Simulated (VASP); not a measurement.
# TiS2 (P-3m1) in VASP: further runs, part 2 of 2

VASP 6.6.1. The steps go on from the part before.

**3. Single point, PBE+U**

File INCAR:

```
SYSTEM = TiS2
PREC = Accurate
ENCUT = 500
EDIFF = 1E-6
ISMEAR = 0
SIGMA = 0.1
LREAL = .False.
LASPH = .True.
NELM = 200
ALGO = Normal
ISIF = 2
LWAVE = .False.
LCHARG = .True.
LMAXMIX = 4
LDAU = .True.
LDAUTYPE = 2
LDAUL = 2 -1
LDAUU = 2 0
LDAUJ = 0 0
LDAUPRINT = 1
GGA = PE
LELF = .True.
LVHAR = .True.
NBANDS = 19
GGA_COMPAT = .False.
```

File KPOINTS:

```
regular mesh
0
Gamma
  6 6 4
  0 0 0
```

File POSCAR:

```
TiS2
1.0
    3.4120000000      0.0000000000      0.0000000000
   -1.7060000000      2.9548790000      0.0000000000
    0.0000000000      0.0000000000      5.6950000000
Ti S
1 2
Direct
    0.0000000000      0.0000000000      0.0000000000
    0.3333333333      0.6666666667      0.2500000000
    0.6666666667      0.3333333333      0.7500000000
```

Potentials or basis: VASP PAW PBE potentials, release 64 (Ti_sv, S).

Command:

```bash
cat potpaw_PBE.64/Ti_sv/POTCAR potpaw_PBE.64/S/POTCAR > POTCAR
mpirun -np 1 vasp_std > vasp.out
```

OUTCAR:

```text
SYSTEM = TiS2
   PREC = Accurate
   ENCUT = 500
   EDIFF = 1E-6
   ISMEAR = 0
   LREAL = .False.
   LASPH = .True.
   NELM = 200
   ISIF = 2
   GGA = PE

 ion  position               nearest neighbor table
   1  0.000  0.000  0.000-   2 2.43   3 2.43   3 2.43   2 2.43   3 2.43   2 2.43
   2  0.333  0.667  0.250-   1 2.43   1 2.43   1 2.43
   3  0.667  0.333  0.750-   1 2.43   1 2.43   1 2.43

  LATTYP: Found a hexagonal cell.
 ALAT       =     3.4120000000
 C/A-ratio  =     1.6691090270

  Lattice vectors:

 A1 = (   3.4120000000,   0.0000000000,   0.0000000000)
 A2 = (  -1.7060000000,   2.9548790000,   0.0000000000)
 A3 = (   0.0000000000,   0.0000000000,   5.6950000000)

Analysis of symmetry for initial positions (statically):
=====================================================================
 Subroutine PRICEL returns:
 Original cell was already a primitive cell.

 Routine SETGRP: Setting up the symmetry group for a
 hexagonal supercell.

 Subroutine GETGRP returns: Found 12 space group operations
 (whereof 12 operations were pure point group operations)
 out of a pool of 24 trial point group operations.

The static configuration has the point symmetry D_3d.

Analysis of symmetry for dynamics (positions and initial velocities):
=====================================================================
 Subroutine PRICEL returns:
 Original cell was already a primitive cell.

 Routine SETGRP: Setting up the symmetry group for a
 hexagonal supercell.

 Subroutine GETGRP returns: Found 12 space group operations
 (whereof 12 operations were pure point group operations)
 out of a pool of 24 trial point group operations.

The dynamic configuration has the point symmetry D_3d.

 Subroutine INISYM returns: Found 12 space group operations
 (whereof 12 operations are pure point group operations),
 and found     1 'primitive' translations

----------------------------------------------------------------------------------------

                                     Primitive cell

  volume of cell :      57.4173

  direct lattice vectors                    reciprocal lattice vectors
     3.412000000  0.000000000  0.000000000     0.293083236  0.169211667  0.000000000
    -1.706000000  2.954879000  0.000000000     0.000000000  0.338423333  0.000000000
     0.000000000  0.000000000  5.695000000     0.000000000  0.000000000  0.175592625

  length of vectors
     3.412000000  3.412000279  5.695000000     0.338423361  0.338423333  0.175592625

  position of ions in fractional coordinates (direct lattice)
     0.000000000  0.000000000  0.000000000
     0.333333333  0.666666667  0.250000000
     0.666666667  0.333333333  0.750000000

  ion indices of the primitive-cell ions
   primitive index   ion index
                 1           1
                 2           2
                 3           3

----------------------------------------------------------------------------------------

 KPOINTS: regular mesh

[... 86 lines left out ...]
     AMIX_MAG =   1.60;   BMIX_MAG =  1.00
  volume/ion in A,a.u.               =      19.14       129.16
  Fermi-wavevector in a.u.,A,eV,Ry     =   1.224046  2.313112 20.385456  1.498289
  Thomas-Fermi vector in A             =   2.359135
   LORBIT       =      0    0 simple, 1 ext, 2 COOP (PROOUT), +10 PAW based schemes
 LDA+U is selected, type is set to LDAUTYPE =  2
   angular momentum for each species LDAUL =     2   -1
   U (eV)           for each species LDAUU =   2.0  0.0
   J (eV)           for each species LDAUJ =   0.0  0.0
   GGA     = PE    functional components
   LHFCALC =     F    Hartree Fock is set to
   AEXX    =    0.0000 exact exchange contribution
   IVDW    =     0    specifies the selected vdW correction
   LEPSILON=     F    determine dielectric tensor
   LRPA    =     F    only Hartree local field effects (RPA)
 non-spin polarized calculation
 Gauss-broadening in eV      SIGMA  =   0.10
  energy-cutoff  :      500.00
  volume of cell :       57.42
 maximum number of plane-waves:      1472
 NGX is ok and might be reduce to    28
   NGX = 13   NGY = 13   NGZ = 21

atom =   1  type =  1  l = 2

 onsite density matrix

spin component  1

  0.1605 -0.0000  0.0000 -0.0853  0.0000
 -0.0000  0.2280 -0.0000 -0.0000 -0.0853
  0.0000 -0.0000  0.0907 -0.0000  0.0000
 -0.0853 -0.0000 -0.0000  0.2280 -0.0000
  0.0000 -0.0853  0.0000 -0.0000  0.1605

spin component  2

  0.1605 -0.0000  0.0000 -0.0853  0.0000
 -0.0000  0.2280 -0.0000 -0.0000 -0.0853
  0.0000 -0.0000  0.0907 -0.0000  0.0000
 -0.0853 -0.0000 -0.0000  0.2280 -0.0000
  0.0000 -0.0853  0.0000 -0.0000  0.1605

 occupancies and eigenvectors

  o =  0.0907  v =  0.0000 -0.0000  1.0000  0.0000 -0.0000  0.0000  0.0000  0.0000  0.0000  0.0000      0.0000  0.0000  0.0000  0.0000  0.0000  0.0000  0.0000  0.0000  0.0000  0.0000
  o =  0.0907  v =  0.0000  0.0000  0.0000  0.0000  0.0000  0.0000 -0.0000  1.0000  0.0000 -0.0000      0.0000  0.0000  0.0000  0.0000  0.0000  0.0000  0.0000  0.0000  0.0000  0.0000
  o =  0.1025  v =  0.0000  0.0000  0.0000  0.0000  0.0000 -0.8271  0.0000  0.0000 -0.5621  0.0000      0.0000  0.0000  0.0000  0.0000  0.0000  0.0000  0.0000  0.0000  0.0000  0.0000
  o =  0.1025  v = -0.8271  0.0000  0.0000 -0.5621  0.0000  0.0000  0.0000  0.0000  0.0000  0.0000      0.0000  0.0000  0.0000  0.0000  0.0000  0.0000  0.0000  0.0000  0.0000  0.0000
  o =  0.1025  v =  0.0000  0.5621  0.0000  0.0000  0.8271  0.0000  0.0000  0.0000  0.0000  0.0000      0.0000  0.0000  0.0000  0.0000  0.0000  0.0000  0.0000  0.0000  0.0000  0.0000
  o =  0.1025  v =  0.0000  0.0000  0.0000  0.0000  0.0000  0.0000  0.5621  0.0000  0.0000  0.8271      0.0000  0.0000  0.0000  0.0000  0.0000  0.0000  0.0000  0.0000  0.0000  0.0000
  o =  0.2860  v =  0.5621  0.0000  0.0000 -0.8271  0.0000  0.0000  0.0000  0.0000  0.0000  0.0000      0.0000  0.0000  0.0000  0.0000  0.0000  0.0000  0.0000  0.0000  0.0000  0.0000
  o =  0.2860  v =  0.0000  0.0000  0.0000  0.0000  0.0000  0.5621  0.0000  0.0000 -0.8271  0.0000      0.0000  0.0000  0.0000  0.0000  0.0000  0.0000  0.0000  0.0000  0.0000  0.0000
  o =  0.2860  v =  0.0000  0.0000  0.0000  0.0000  0.0000  0.0000  0.8271 -0.0000 -0.0000 -0.5621      0.0000  0.0000  0.0000  0.0000  0.0000  0.0000  0.0000  0.0000  0.0000  0.0000
  o =  0.2860  v =  0.0000  0.8271 -0.0000 -0.0000 -0.5621  0.0000  0.0000  0.0000  0.0000  0.0000      0.0000  0.0000  0.0000  0.0000  0.0000  0.0000  0.0000  0.0000  0.0000  0.0000

 number of electron      23.9999999 magnetization

 Free energy of the ion-electron system (eV)
  ---------------------------------------------------
  ext. energy  EPLUGINS =         0.00000000
  ---------------------------------------------------
  free energy    TOTEN  =       -18.52197212 eV

  energy without entropy =      -18.51951853  energy(sigma->0) =      -18.52074533

 E-fermi :   5.5906     XC(G=0): -10.0962

 val. band max:        5.5676265864   @ k =   0.0000   0.0000   0.0000
 cond. band min:       5.6211975811   @ k =   0.5000  -0.0000   0.5000
 fundamental gap:      0.0535709947
 Fermi energy:         5.5906126757

 k-point     1 :       0.0000    0.0000    0.0000
  band No.  band energies     occupation
      1     -52.7319      2.00000
      2     -28.9326      2.00000
      3     -28.8845      2.00000
      4     -28.8845      2.00000
      5      -8.2635      2.00000
      6      -6.5688      2.00000
[... 505 lines left out ...]
      6      -6.3578      2.00000
[... 11 lines left out ...]
     18      13.2424      0.00000
     19      13.2424      0.00000

------------------------ aborting loop because EDIFF is reached ----------------------------------------

  FORCE on cell =-STRESS in cart. coord.  units (eV):
  Direction    XX          YY          ZZ          XY          YZ          ZX
  --------------------------------------------------------------------------------------
  -------------------------------------------------------------------------------------
  Total        0.8844519      0.8844521      0.8317334     -0.0000000      0.0000000      0.0000000
  in kB       24.6798407     24.6798460     23.2087775     -0.0000000      0.0000000      0.0000000
  external PRESSURE =      24.1894881 kB  Pullay stress =       0.0000000 kB

 VOLUME and BASIS-vectors are now :
 -----------------------------------------------------------------------------
  energy-cutoff  :      500.00
  volume of cell :       57.42
      direct lattice vectors                 reciprocal lattice vectors
     3.412000000  0.000000000  0.000000000     0.293083236  0.169211667  0.000000000
    -1.706000000  2.954879000  0.000000000     0.000000000  0.338423333  0.000000000
     0.000000000  0.000000000  5.695000000     0.000000000  0.000000000  0.175592625

 POSITION                                       TOTAL-FORCE (eV/Angst)
 -----------------------------------------------------------------------------------
      0.00000      0.00000      0.00000        -0.000000      0.000000      0.000000
     -0.00000      1.96992      1.42375        -0.000000     -0.000000     -0.023380
      1.70600      0.98496      4.27125         0.000000      0.000000      0.023380
 -----------------------------------------------------------------------------------
    total drift:                               -0.000000     -0.000000     -0.000000

  FREE ENERGIE OF THE ION-ELECTRON SYSTEM (eV)
  ---------------------------------------------------
  free  energy   TOTEN  =       -18.5219721227 eV

  energy  without entropy=      -18.5195185323  energy(sigma->0) =      -18.52074533
```

OSZICAR:

```text
N       E                     dE             d eps       ncg     rms          rms(c)
DAV:   1     0.215144399555E+03    0.21514E+03   -0.11206E+04   912   0.122E+03
DAV:   2    -0.104947355531E+01   -0.21619E+03   -0.20837E+03   945   0.337E+02
DAV:   3    -0.220839654760E+02   -0.21034E+02   -0.20662E+02  1332   0.101E+02
DAV:   4    -0.228021892375E+02   -0.71822E+00   -0.71632E+00  1226   0.176E+01
DAV:   5    -0.228234128099E+02   -0.21224E-01   -0.21214E-01  1312   0.288E+00    0.148E+01
DAV:   6    -0.192799756966E+02    0.35434E+01   -0.26796E+01  1077   0.454E+01    0.998E+00
DAV:   7    -0.187524175501E+02    0.52756E+00   -0.12428E+01  1120   0.265E+01    0.589E+00
DAV:   8    -0.186476191600E+02    0.10480E+00   -0.32901E+00  1087   0.148E+01    0.360E+00
DAV:   9    -0.185258994014E+02    0.12172E+00   -0.11193E+00  1155   0.836E+00    0.751E-01
DAV:  10    -0.185232765604E+02    0.26228E-02   -0.87695E-02  1155   0.221E+00    0.551E-01
DAV:  11    -0.185242001265E+02   -0.92357E-03   -0.52822E-03  1121   0.502E-01    0.388E-01
DAV:  12    -0.185219187565E+02    0.22814E-02   -0.99607E-03  1267   0.724E-01    0.763E-02
DAV:  13    -0.185220541122E+02   -0.13536E-03   -0.57176E-04  1063   0.216E-01    0.657E-02
DAV:  14    -0.185219725124E+02    0.81600E-04   -0.27553E-04  1114   0.132E-01    0.112E-02
DAV:  15    -0.185219726388E+02   -0.12648E-06   -0.13811E-05  1059   0.235E-02    0.873E-03
DAV:  16    -0.185219721227E+02    0.51612E-06   -0.19414E-06   843   0.945E-03
   1 F= -.18521972E+02 E0= -.18520745E+02  d E =-.245359E-02
```

stdout:

```text
POSCAR found type information on POSCAR TiS
 POSCAR found :  2 types and       3 ions
 scaLAPACK will be used
 LDA part: xc-table for (Slater+PW92), standard interpolation
 POSCAR, INCAR and KPOINTS ok, starting setup
 FFT: planning ... GRIDC
 FFT: planning ... GRID_SOFT
 FFT: planning ... GRID
 WAVECAR not read
 entering main loop
```

It took 23 s on 1 thread of Intel Xeon Platinum 8375C at 2.90GHz (Ice Lake), shared host; peak memory 0.18 GiB.

What came out:

| Quantity | Value |
| --- | --- |
| Free energy | -18.5220 eV |
| Pressure | 2.4 GPa |
| Largest force | 0.023 eV/Å |
| Band gap on the k mesh | 0.05 eV, indirect (least direct gap 0.61 eV) |

Forces on the atoms (eV/Å):
```
Ti   0.000  0.000  0.000
S    0.000  0.000 -0.023
S    0.000  0.000  0.023
```

Levels at points of the mesh, in eV from the valence-band top:
```tsv
k point	band 8	band 9	band 10	band 11	band 12	band 13	band 14	band 15	band 16	band 17
(0.00, 0.00, 0.00)	-2.84	-2.84	-0.09	0.00	0.00	0.61	0.61	1.05	3.35	3.35
(0.50, 0.00, 0.00)	-3.82	-2.94	-2.73	-2.70	-1.67	0.29	1.67	2.08	3.55	3.72
(0.00, 0.00, 0.50)	-2.79	-2.79	-2.50	-0.17	-0.17	0.60	0.60	1.61	3.64	3.64
(0.50, 0.00, 0.50)	-4.58	-2.88	-2.85	-1.35	-1.35	0.05	1.66	2.05	3.26	4.10
```

Eigenvalues of the final occupation matrices:
```tsv
site	spin	trace	eigenvalues
site 1 d	1	0.87	0.09 0.10 0.10 0.29 0.29
site 1 d	2	0.87	0.09 0.10 0.10 0.29 0.29
```

A k mesh can miss the band edges.

**4. Single point, PBE+U**

File INCAR:

```
  PREC = Accurate
  ENCUT = 500
  EDIFF = 1E-6
  ISMEAR = 0
  SIGMA = 0.1
  LREAL = False
  LASPH = True
  NELM = 200
  ALGO = Normal
  ISIF = 2
  LWAVE = False
  LCHARG = False
  LMAXMIX = 4
  LDAU = True
  LDAUTYPE = 2
  LDAUL = 2 -1
  LDAUU = 4 0
  LDAUJ = 0 0
  LDAUPRINT = 1
  GGA = PE
  NBANDS = 19
  GGA_COMPAT = False
```

File KPOINTS:

```
regular mesh
0
Gamma
  6 6 4
```

POSCAR is that of step 3.

Command:

```bash
cat potpaw_PBE.64/Ti_sv/POTCAR potpaw_PBE.64/S/POTCAR > POTCAR
mpirun -np 1 vasp_std > vasp.out
```

Wall time 21 s (1 thread of Intel Xeon Platinum 8375C at 2.90GHz (Ice Lake), shared host); peak memory 0.17 GiB.

Results (log left out):

```yaml
Free_energy: -17.2061 eV
Pressure: 4.4 GPa
Largest_force: 0.097 eV/Å
Band_gap_on_the_k_mesh: 0.29 eV, indirect (least direct gap 0.88 eV)
```

Forces on the atoms (eV/Å):
```
Ti   0.000  0.000  0.000
S    0.000  0.000  0.097
S    0.000  0.000 -0.097
```

Stress tensor (GPa, compression positive):
```
4.74 0.00 0.00
0.00 4.74 0.00
0.00 0.00 3.64
```

Levels at points of the mesh, in eV from the valence-band top:
| k point | band 9 | band 10 | band 11 | band 12 | band 13 | band 14 | band 15 | band 16 |
| --- | --- | --- | --- | --- | --- | --- | --- | --- |
| (0.00, 0.00, 0.00) | -2.83 | -0.09 | 0.00 | 0.00 | 0.88 | 0.88 | 1.34 | 3.37 |
| (0.50, 0.00, 0.00) | -2.89 | -2.74 | -2.69 | -1.69 | 0.50 | 1.96 | 2.40 | 3.52 |
| (0.00, 0.00, 0.50) | -2.78 | -2.49 | -0.17 | -0.17 | 0.86 | 0.86 | 1.87 | 3.65 |
| (0.50, 0.00, 0.50) | -2.87 | -2.82 | -1.37 | -1.36 | 0.29 | 1.94 | 2.36 | 3.30 |

Eigenvalues of the final occupation matrices:
| site | spin | trace | eigenvalues |
| --- | --- | --- | --- |
| site 1 d | 1 | 0.83 | 0.08 0.09 0.09 0.29 0.29 |
| site 1 d | 2 | 0.83 | 0.08 0.09 0.09 0.29 0.29 |

A k mesh can miss the band edges.

**5. Single point, PBE+U**

File INCAR:

```
  ALGO = Normal
  EDIFF = 1E-6
  ENCUT = 500
  GGA = PE
  GGA_COMPAT = F
  ISIF = 2
  ISMEAR = 0
  LASPH = T
  LCHARG = F
  LDAU = T
  LDAUJ = 0 0
  LDAUL = 2 -1
  LDAUPRINT = 1
  LDAUTYPE = 2
  LDAUU = 6 0
  LMAXMIX = 4
  LREAL = F
  LWAVE = F
  NBANDS = 19
  NELM = 200
  PREC = Accurate
  SIGMA = 0.1
```

File KPOINTS:

```
k-points
0
Gamma
  6 6 4
```

POSCAR is that of step 4.

Command:

```bash
cat potpaw_PBE.64/Ti_sv/POTCAR potpaw_PBE.64/S/POTCAR > POTCAR
mpirun -np 1 vasp_std > vasp.out
```

Run time: 23 s. Hardware: 1 thread of Intel Xeon Platinum 8375C at 2.90GHz (Ice Lake), shared host; peak memory 0.18 GiB.

It converged, with:

| Quantity | Value |
| --- | --- |
| Free energy | -15.9540 eV |
| Pressure | 6.2 GPa |
| Largest force | 0.237 eV/Å |
| Band gap on the k mesh | 0.56 eV, indirect (least direct gap 1.19 eV) |

Forces on the atoms (eV/Å):
```
Ti   0.000  0.000  0.000
S    0.000  0.000  0.237
S    0.000  0.000 -0.237
```

Stress tensor (GPa, compression positive):
```
6.80 0.00 0.00
0.00 6.80 0.00
0.00 0.00 4.98
```

Levels at points of the mesh, in eV from the valence-band top:
| k point | band 8 | band 9 | band 10 | band 11 | band 12 | band 13 | band 14 | band 15 | band 16 | band 17 |
| --- | --- | --- | --- | --- | --- | --- | --- | --- | --- | --- |
| (0.00, 0.00, 0.00) | -2.81 | -2.81 | -0.08 | 0.00 | 0.00 | 1.19 | 1.19 | 1.68 | 3.41 | 3.41 |
| (0.50, 0.00, 0.00) | -3.89 | -2.83 | -2.75 | -2.67 | -1.71 | 0.74 | 2.30 | 2.76 | 3.55 | 3.82 |
| (0.00, 0.00, 0.50) | -2.77 | -2.77 | -2.49 | -0.17 | -0.17 | 1.19 | 1.19 | 2.18 | 3.68 | 3.68 |
| (0.50, 0.00, 0.50) | -4.63 | -2.85 | -2.79 | -1.40 | -1.37 | 0.56 | 2.24 | 2.73 | 3.42 | 4.09 |

Eigenvalues of the final occupation matrices:
```tsv
site	spin	trace	eigenvalues
site 1 d	1	0.79	0.07 0.07 0.07 0.29 0.29
site 1 d	2	0.79	0.07 0.07 0.07 0.29 0.29
```

A k mesh can miss the band edges.

**6. Summary**

| level | U | gap on the mesh (eV) | pressure (GPa) | largest force (eV/Å) |
| --- | --- | --- | --- | --- |
| PBE | - | none | 0.4 | 0.12 |
| PBE+U | Ti d U = 2.0 eV | 0.05 | 2.4 | 0.02 |
| PBE+U | Ti d U = 4.0 eV | 0.29 | 4.4 | 0.10 |
| PBE+U | Ti d U = 6.0 eV | 0.56 | 6.2 | 0.24 |

Alike in all rows: task single point; potentials or basis VASP PAW PBE potentials, release 64 (Ti_sv, S); no spin polarisation; cell as given; k mesh 6 × 6 × 4; cutoff (eV) 500; smearing gaussian 0.1 eV.

On the cell as given the gap runs from zero (PBE) to 0.56 eV (PBE+U). The pressure there spans 0.4 GPa (PBE) to 6.2 GPa (PBE+U); a positive pressure means that this level wants a larger cell, a negative one a smaller.

Absolute energies hang on the potentials; compare differences alone.
